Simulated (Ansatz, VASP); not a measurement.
# Hf in VASP and in Ansatz

```
CELL_PARAMETERS angstrom
3.20320 0.00000 0.00000
0.00000 5.07025 0.00000
0.00000 0.00000 22.47280
ATOMIC_POSITIONS crystal
Hf 0.75000 0.75000 0.36111
Hf 0.25000 0.25000 0.40017
Hf 0.25000 0.75000 0.47835
Hf 0.75000 0.25000 0.52165
Hf 0.75000 0.75000 0.59983
Hf 0.25000 0.25000 0.63889
```

Alike in both runs: functional PBE; k mesh 13 × 8 × 1; occupations fermi-dirac, width 0.05 eV; no spin polarisation.

Ansatz relaxed the structure, and its values are those at the end. VASP's run is a single point on that final structure, the one shown.

|  | VASP | Ansatz |
| --- | --- | --- |
| version | VASP 6.6.1 | Ansatz 0.2.0 |
| potentials or method | VASP PAW PBE potentials, release 64 (Hf_pv) | PAW with Ansatz's default frozen-core files, scalar-relativistic |
| plane-wave cutoff (eV) | 520 | 420 |
| valence electrons in the cell | 60 | 156 |

|  | VASP | Ansatz | Ansatz less VASP |
| --- | --- | --- | --- |
| rms of the force components (eV/Å) | 0.016 | 0.001 | -0.0150 |

VASP's potentials hold 60 valence electrons a cell and Ansatz's 156, so a difference there can come from the potentials and not from the codes. Ansatz's warnings: stress scf threshold loose.

Spin-orbit coupling is off throughout.
